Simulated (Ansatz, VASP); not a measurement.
One calculation of BeTe, two programs

File POSCAR:

```
BeTe
1.0
    0.0000000000      2.8286236224      2.7734654617
    2.8286236224      0.0000000000      2.7734654617
    2.8286236224      2.8286236224      0.0000000000
Be Te
1 1
Direct
    0.0000000000      0.0000000000      0.0000000000
    0.2500000000      0.2500000000      0.2500000000
```

INCAR.step1

```
PREC = Accurate
ENCUT = 520
EDIFF = 1E-5
ISMEAR = 0
SIGMA = 0.01
LREAL = F
LASPH = T
NELM = 100
ALGO = Normal
ISIF = 2
LWAVE = T
LCHARG = F
NBANDS = 11
GGA = PE
```

INCAR.step2

```
PREC = Accurate
ENCUT = 520
EDIFF = 1E-6
ISMEAR = 0
SIGMA = 0.01
LREAL = F
LASPH = T
NELM = 100
ALGO = Normal
ISIF = 2
LWAVE = F
LCHARG = F
GGA = PE
LHFCALC = T
HFSCREEN = 0.2079
PRECFOCK = Normal
NBANDS = 11
ISTART = 1
```

Contents of KPOINTS:

```
Automatic mesh
0
Gamma
  6 6 6
```

Input for Ansatz:

```yaml
crystal:
  lattice:
    - [0.0, 2.8286236224, 2.7734654617]
    - [2.8286236224, 0.0, 2.7734654617]
    - [2.8286236224, 2.8286236224, 0.0]
  atoms:
    - { symbol: Be, position: [0.0, 0.0, 0.0] }
    - { symbol: Te, position: [0.25, 0.25, 0.25] }
kpoints:
  mp_grid: { grid: [6, 6, 6] }
  band_path:
    path:
      - [0.0, 0.0, 0.0]
      - [-0.5, -0.5, 0.0]
      - [-0.375, -0.375, 0.25]
      - [-0.375, 0.0, 0.375]
      - [0.0, 0.0, 0.5]
      - [-0.5, -0.25, 0.25]
    npoints: 1
hamiltonian:
  xc: hse06
scf:
  occupations: { method: fixed }
  n_extra_bands: 4
output:
  forces: true
  stress: true
  eigenvalues: true
```

Change from the starting cell: uniaxial_z strain -1.9%.

Alike in both runs: task single point; functional HSE06; k mesh 6 × 6 × 6; no spin polarisation.

|  | VASP | Ansatz |
| --- | --- | --- |
| version | VASP 6.6.1 | Ansatz 0.2.0 |
| potentials or method | VASP PAW PBE potentials, release 64 (Be, Te) | plane waves, PAW |
| plane-wave cutoff (eV) | 520 | 420 |
| occupations | gaussian, width 0.01 eV | fixed |
| valence electrons in the cell | 8 | 18 |

VASP gave:

* gap on the k mesh at the Fermi level (eV): 2.46
* pressure (GPa): 0.2
* traceless stress, the component that is largest in VASP (GPa): 0.83

Question: Estimate Ansatz's values.

Answer: gap on the k mesh at the Fermi level (eV): 2.48; pressure (GPa): 0.4; traceless stress, the component that is largest in VASP (GPa): 0.83.

VASP's potentials hold 8 valence electrons a cell and Ansatz's 18, so a difference there can come from the potentials and not from the codes. Ansatz's warnings: stress exchange threshold loose, stress scf threshold loose.

Spin-orbit coupling is off throughout.
